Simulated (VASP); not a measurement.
# P (Pm-3m) in VASP: a series of runs

P is run at these levels: revPBE; tasks: single point, relaxation of cell and atoms.

Everything below comes from runs of VASP 6.6.1. Logs are shortened: lines on timing, memory, paths and dates and some standing lists are left out, and cuts for length are marked.

### 1 The cell of the first run

The structure is cubic, space group Pm-3m (No. 221). Conventional cell: a = 2.453 Å, b = 2.453 Å, c = 2.453 Å, α = 90.00°, β = 90.00°, γ = 90.00°. P (site symmetry m-3m) has 6 P at 2.45 Å within 3.2 Å.

### 2 Single point, revPBE

File INCAR:

```
SYSTEM = P
ALGO = Normal
EDIFF = 1E-7
ENCUT = 520
GGA = RE
ISIF = 2
ISMEAR = -1
LASPH = .TRUE.
LCHARG = .FALSE.
LREAL = .FALSE.
LWAVE = .FALSE.
NBANDS = 8
NELM = 80
PREC = Accurate
SIGMA = 0.1
```

File KPOINTS:

```
k-points
0
G
  21 21 21
  0 0 0
```

File POSCAR:

```
P
1.0
    2.4527709036      0.0000000000      0.0000000000
    0.0000000000      2.4527709036      0.0000000000
    0.0000000000      0.0000000000      2.4527709036
P
1
Direct
    0.0000000000      0.0000000000      0.0000000000
```

Potentials or basis: VASP PAW PBE potentials, release 64 (P).

Run with:

```
> cat potpaw_PBE.64/P/POTCAR > POTCAR
> mpirun -np 1 vasp_std > vasp.out
```

OUTCAR:

```text
SYSTEM = P
   EDIFF = 1E-7
   ENCUT = 520
   GGA = RE
   ISIF = 2
   ISMEAR = -1
   LASPH = .TRUE.
   LREAL = .FALSE.
   NELM = 80
   PREC = Accurate

 ion  position               nearest neighbor table
   1  0.000  0.000  0.000-

  LATTYP: Found a simple cubic cell.
 ALAT       =     2.4527709036

  Lattice vectors:

 A1 = (   2.4527709036,   0.0000000000,   0.0000000000)
 A2 = (   0.0000000000,   2.4527709036,   0.0000000000)
 A3 = (   0.0000000000,   0.0000000000,   2.4527709036)

Analysis of symmetry for initial positions (statically):
=====================================================================
 Subroutine PRICEL returns:
 Original cell was already a primitive cell.

 Routine SETGRP: Setting up the symmetry group for a
 simple cubic supercell.

 Subroutine GETGRP returns: Found 48 space group operations
 (whereof 48 operations were pure point group operations)
 out of a pool of 48 trial point group operations.

The static configuration has the point symmetry O_h .

Analysis of symmetry for dynamics (positions and initial velocities):
=====================================================================
 Subroutine PRICEL returns:
 Original cell was already a primitive cell.

 Routine SETGRP: Setting up the symmetry group for a
 simple cubic supercell.

 Subroutine GETGRP returns: Found 48 space group operations
 (whereof 48 operations were pure point group operations)
 out of a pool of 48 trial point group operations.

The dynamic configuration has the point symmetry O_h .

 Subroutine INISYM returns: Found 48 space group operations
 (whereof 48 operations are pure point group operations),
 and found     1 'primitive' translations

----------------------------------------------------------------------------------------

                                     Primitive cell

  volume of cell :      14.7561

  direct lattice vectors                    reciprocal lattice vectors
     2.452770904  0.000000000  0.000000000     0.407702162  0.000000000  0.000000000
     0.000000000  2.452770904  0.000000000     0.000000000  0.407702162  0.000000000
     0.000000000  0.000000000  2.452770904     0.000000000  0.000000000  0.407702162

  length of vectors
     2.452770904  2.452770904  2.452770904     0.407702162  0.407702162  0.407702162

  position of ions in fractional coordinates (direct lattice)
     0.000000000  0.000000000  0.000000000
[... 70 lines left out ...]
   ISPIN  =      1    spin polarized calculation?
   LNONCOLLINEAR =      F non collinear calculations
   LSORBIT =      F    spin-orbit coupling
   LASPH  =      T    aspherical Exc in radial PAW
   ENCUT  =  520.0 eV  38.22 Ry    6.18 a.u.   4.56  4.56  4.56*2*pi/ulx,y,z
   NELM   =     80;   NELMIN=  2; NELMDL= -5     # of ELM steps
   EDIFF  = 0.1E-06   stopping-criterion for ELM
   LREAL  =      F    real-space projection
   EDIFFG = 0.1E-05   stopping-criterion for IOM
   NSW    =      0    number of steps for IOM
   IBRION =     -1    ionic relax: 0-MD 1-quasi-New 2-CG
   NFREE  =      0    steps in history (QN), initial steepest desc. (CG)
   ISIF   =      2    stress and relaxation
   ISYM   =      2    0-nonsym 1-usesym 2-fastsym
   POTIM  = 0.5000    time-step for ionic-motion
   TEBEG  =    0.0;   TEEND  =   0.0 temperature during run
   PSTRESS=    0.0 pullay stress
   NELECT =       5.0000    total number of electrons
   NUPDOWN=      -1.0000    fix difference up-down
   EMIN   =  10.00;   EMAX   =-10.00  energy-range for DOS
   EFERMI =   0.00;   METHOD = LEGACY
   ISMEAR =    -1;   SIGMA  =   0.10  broadening in eV -4-tet -1-fermi 0-gaus
   EFERMI_NEDOS =   21; number of points for ismear=-14 and -15
   IALGO  =     38    algorithm
   IMIX   =      4    mixing-type and parameters
     AMIX     =   0.40;   BMIX     =  1.00
     AMIX_MAG =   1.60;   BMIX_MAG =  1.00
  volume/ion in A,a.u.               =      14.76        99.58
  Fermi-wavevector in a.u.,A,eV,Ry     =   1.141321  2.156784 17.723137  1.302614
  Thomas-Fermi vector in A             =   2.278021
   LORBIT       =      0    0 simple, 1 ext, 2 COOP (PROOUT), +10 PAW based schemes
   GGA     = RE    functional components
   LHFCALC =     F    Hartree Fock is set to
   AEXX    =    0.0000 exact exchange contribution
   IVDW    =     0    specifies the selected vdW correction
   LEPSILON=     F    determine dielectric tensor
   LRPA    =     F    only Hartree local field effects (RPA)
 non-spin polarized calculation
  energy-cutoff  :      520.00
  volume of cell :       14.76
 maximum number of plane-waves:       413
   NGX =  9   NGY =  9   NGZ =  9

 number of electron       4.9999999 magnetization

 Free energy of the ion-electron system (eV)
  ---------------------------------------------------
  ext. energy  EPLUGINS =         0.00000000
  ---------------------------------------------------
  free energy    TOTEN  =        -4.95520887 eV

  energy without entropy =       -4.94763282  energy(sigma->0) =       -4.95142084

 E-fermi :   9.5464     XC(G=0): -11.1933

 val. band max:        9.4738404509   @ k =   0.4762   0.4286   0.4286
 cond. band min:       9.5525659201   @ k =   0.2381   0.1905   0.1905
 fundamental gap:      0.0787254692
 Fermi energy:         9.5463665922

 k-point     1 :       0.0000    0.0000    0.0000
  band No.  band energies     occupation
      1      -6.8567      2.00000
      2      14.4771      0.00000
      3      14.4771      0.00000
      4      14.4771      0.00000
      5      16.2768      0.00000
      6      16.2768      0.00000
      7      23.7321      0.00000
      8      33.6813      0.00000
[... 243 lines left out ...]
 k-point    24 :       0.1905    0.0952    0.0000
  band No.  band energies     occupation
      1      -5.8397      2.00000
      2       8.5663      1.99989
      3      12.5789      0.00000
      4      15.2652      0.00000
      5      18.5590      0.00000
      6      22.2463      0.00000
      7      26.3165      0.00000
      8      28.6042      0.00000

 [... further k-points ...]
[... 5 lines left out ...]
  --------------------------------------------------------------------------------------
  -------------------------------------------------------------------------------------
  Total       -0.0033745     -0.0033745     -0.0033745     -0.0000000      0.0000000     -0.0000000
  in kB       -0.3663985     -0.3663985     -0.3663985     -0.0000000      0.0000000     -0.0000000
  external PRESSURE =      -0.3663985 kB  Pullay stress =       0.0000000 kB

 VOLUME and BASIS-vectors are now :
 -----------------------------------------------------------------------------
  energy-cutoff  :      520.00
  volume of cell :       14.76
      direct lattice vectors                 reciprocal lattice vectors
     2.452770904  0.000000000  0.000000000     0.407702162  0.000000000  0.000000000
     0.000000000  2.452770904  0.000000000     0.000000000  0.407702162  0.000000000
     0.000000000  0.000000000  2.452770904     0.000000000  0.000000000  0.407702162

 POSITION                                       TOTAL-FORCE (eV/Angst)
 -----------------------------------------------------------------------------------
      0.00000      0.00000      0.00000         0.000000      0.000000      0.000000
 -----------------------------------------------------------------------------------
    total drift:                               -0.000000      0.000000      0.000000

  FREE ENERGIE OF THE ION-ELECTRON SYSTEM (eV)
  ---------------------------------------------------
  free  energy   TOTEN  =        -4.9552088670 eV

  energy  without entropy=       -4.9476328167  energy(sigma->0) =       -4.95142084
```

OSZICAR:

```text
N       E                     dE             d eps       ncg     rms          rms(c)
DAV:   1     0.788323646618E+00    0.78832E+00   -0.21793E+03  4792   0.451E+02
DAV:   2    -0.489568789984E+01   -0.56840E+01   -0.53988E+01  6648   0.487E+01
DAV:   3    -0.494855784700E+01   -0.52870E-01   -0.52821E-01  5160   0.515E+00
DAV:   4    -0.494863685425E+01   -0.79007E-04   -0.79007E-04  7416   0.216E-01
DAV:   5    -0.494863692667E+01   -0.72419E-07   -0.73400E-07  5264   0.358E-03    0.499E+00
DAV:   6    -0.495213700084E+01   -0.35001E-02   -0.71679E-04  6080   0.238E-01    0.293E+00
DAV:   7    -0.495502920550E+01   -0.28922E-02   -0.27346E-03  5616   0.421E-01    0.133E-01
DAV:   8    -0.495520180241E+01   -0.17260E-03   -0.18427E-04  6328   0.103E-01    0.108E-02
DAV:   9    -0.495520796549E+01   -0.61631E-05   -0.42836E-06  6208   0.158E-02    0.385E-03
DAV:  10    -0.495520880737E+01   -0.84188E-06   -0.25613E-06  5944   0.114E-02    0.933E-04
DAV:  11    -0.495520886700E+01   -0.59633E-07   -0.11116E-08  4768   0.829E-04
   1 F= -.49552089E+01 E0= -.49514208E+01  d E =-.757605E-02
```

stdout:

```text
POSCAR found type information on POSCAR P
 POSCAR found :  1 types and       1 ions
 scaLAPACK will be used
 -----------------------------------------------------------------------------
|                                                                             |
|                                                                             |
|     You enforced a specific xc type in the INCAR file but a different       |
|     I HOPE YOU KNOW WHAT YOU ARE DOING!                                     |
|                                                                             |
 -----------------------------------------------------------------------------

 LDA part: xc-table for (Slater+PW92), standard interpolation
 POSCAR, INCAR and KPOINTS ok, starting setup
 FFT: planning ... GRIDC
 FFT: planning ... GRID_SOFT
 FFT: planning ... GRID
 WAVECAR not read
 entering main loop
```

Run time: 29 s. Hardware: 1 thread of Intel Xeon 8259CL, shared host; peak memory 0.13 GiB.

Results:

* Free energy: -4.9552 eV
* Pressure: 0.0 GPa

Caveat: the PAW data sets were made with another functional, which shifts forces and pressure a little.

### 3 Relaxation of cell and atoms, revPBE

This run uses another cell than the first one, of 16.44 Å³/atom, 1.114 times its volume.

File INCAR:

```
PREC = Accurate
ENCUT = 600
EDIFF = 1E-6
ISMEAR = -1
SIGMA = 0.1
LREAL = False
LASPH = True
NELM = 80
ALGO = Normal
ISIF = 3
LWAVE = False
LCHARG = False
GGA = RE
IBRION = 2
NSW = 80
EDIFFG = -0.01
```

File KPOINTS:

```
regular mesh
0
Gamma
  12 12 12
```

File POSCAR:

```
P
1.0
    2.5427581381      0.0000000000      0.0000000000
    0.0000000000      2.5427581381      0.0000000000
    0.0000000000      0.0000000000      2.5427581381
P
1
Direct
    0.0000000000      0.0000000000      0.0000000000
```

Potentials or basis: VASP PAW PBE potentials, release 64 (P).

Run with:

```
> cat potpaw_PBE.64/P/POTCAR > POTCAR
> mpirun -np 1 vasp_std > vasp.out
```

It took 20 s on 1 thread of Intel Xeon 8259CL, shared host; peak memory 0.12 GiB.

The run converged. Its results:

- Free energy: -4.9342 eV
- Relaxed volume: 14.69 Å³/atom
- Relaxed cell: a = 2.449 Å, b = 2.449 Å, c = 2.449 Å, α = 90.00°, β = 90.00°, γ = 90.00°
- Space group after relaxing (to 0.05 Å): Pm-3m (No. 221)
- Energy gained by relaxing: 51.3 meV/atom
- Ionic steps: 3
- Pressure after relaxing: -0.1 GPa

Step by step:
```
step  energy change (eV)  largest force (eV/Å)  pressure (GPa)  volume (Å³)
   1              0.0000                0.0000           -8.79        16.44
   2             -0.0496                0.0000            1.97        14.39
   3             -0.0513                0.0000           -0.10        14.69
```

Final structure:
```cif
data_structure
_symmetry_space_group_name_H-M 'P 1'
_symmetry_Int_Tables_number 1
_cell_length_a 2.4489
_cell_length_b 2.4489
_cell_length_c 2.4489
_cell_angle_alpha 90.000
_cell_angle_beta 90.000
_cell_angle_gamma 90.000
_cell_volume 14.69
loop_
_atom_site_label
_atom_site_type_symbol
_atom_site_fract_x
_atom_site_fract_y
_atom_site_fract_z
_atom_site_occupancy
P1 P 0.00000 0.00000 0.00000 1
```

Levels at points of the mesh, in eV from the Fermi level:
```
           k point  band 1  band 2  band 3  band 4  band 5  band 6
(0.00, 0.00, 0.00)  -16.47    4.93    4.93    4.93    6.70    6.70
(0.50, 0.00, 0.00)  -12.19   -8.65    7.73    7.73    9.23   14.22
(0.50, 0.50, 0.00)   -7.55   -5.29   -5.29    0.99   10.32   16.72
(0.50, 0.50, 0.50)   -2.23   -2.23   -2.23   -1.77    4.63    4.63
```

Caveat: the PAW data sets were made with another functional, which shifts forces and pressure a little.
